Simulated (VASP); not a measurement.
# ZnCu2: single point with PBE

System: ZnCu2, a slab with vacuum.

```
Cu Zn
1.0
     2.56651    0.00000    0.00000
    -1.28326    2.22267    0.00000
     0.00000    0.00000   20.19110
Cu Zn
2 1
Direct
  0.16667 0.33333 0.39744
  0.83333 0.66667 0.60256
  0.50000 0.00000 0.50000
```

* Program: VASP 6.6.1
* Task: single point
* Functional: PBE
* Potentials or basis: VASP PAW PBE potentials, release 64 (Cu, Zn)
* Cutoff: 520 eV
* k mesh: 15 × 15 × 1
* Occupations: fermi-dirac, width 0.1 eV
* Spin: no spin polarisation
* Dipole correction: yes
* Further INCAR settings: ALGO = Normal; EDIFF = 1e-06; NBANDS = 24

```yaml
Largest_force: 0.356 eV/Å
Band_gap_on_the_k_mesh: zero (bands 17 and 18 overlap by 3.87 eV)
```

Forces on the atoms (eV/Å):
```
Cu   0.000  0.000 -0.356
Cu   0.000  0.000  0.356
Zn   0.000  0.000  0.000
```

Levels at points of the mesh, in eV from the Fermi level:
| k point | band 15 | band 16 | band 17 | band 18 | band 19 | band 20 |
| --- | --- | --- | --- | --- | --- | --- |
| (0.00, 0.00, 0.00) | -2.05 | -2.02 | -2.02 | -1.93 | -0.52 | 3.99 |

Wall time 3.5 min on 1 thread of Intel Xeon 8259CL, on a shared host, peak memory 0.27 GiB.
